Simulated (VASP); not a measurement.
A run of VASP 6.6.1:

The input INCAR:

```
SYSTEM = PbO
ALGO = Normal ; EDIFF = 1E-7
ENCUT = 520 ; GGA = PE
ISIF = 2 ; ISMEAR = -1
IVDW = 12 ; LASPH = .TRUE.
LCHARG = .TRUE. ; LELF = .TRUE.
LREAL = .FALSE. ; LVHAR = .TRUE.
LWAVE = .FALSE. ; NBANDS = 50
NELM = 60 ; PREC = Accurate
SIGMA = 0.02
```

KPOINTS

```
k-points
0
G
  4 4 4
  0 0 0
```

The input POSCAR:

```
PbO
1.0
    5.5435861024      0.0000000000      0.0000000000
    0.0000000000      5.8859017546      0.0000000000
    0.0000000000      0.0000000000      4.7926789491
Pb O
4 4
Direct
    0.4891448927      0.2681994326      0.8097641385
    0.9891448927      0.7318005674      0.8097641385
    0.5108551073      0.7318005674      0.3097641385
    0.0108551073      0.2681994326      0.3097641385
    0.0884876371      0.3594921566      0.8097698615
    0.5884876371      0.6405078434      0.8097698615
    0.4115123629      0.3594921566      0.3097698615
    0.9115123629      0.6405078434      0.3097698615
```

Potentials or basis: VASP PAW PBE potentials, release 64 (Pb_d, O).

Launch:

```console
$ cat potpaw_PBE.64/Pb_d/POTCAR potpaw_PBE.64/O/POTCAR > POTCAR
$ mpirun -np 1 vasp_std > vasp.out
```

Hardware: 1 thread of Intel(R) Xeon(R) 6975P-C (Granite Rapids), with other jobs on the host.

Problem. How long does it take, and how much memory?

Solution. Wall time 2.6 min on 1 thread of Intel(R) Xeon(R) 6975P-C (Granite Rapids), on a shared host, peak memory 0.33 GiB. Counts: scf iterations 19, k points 27.
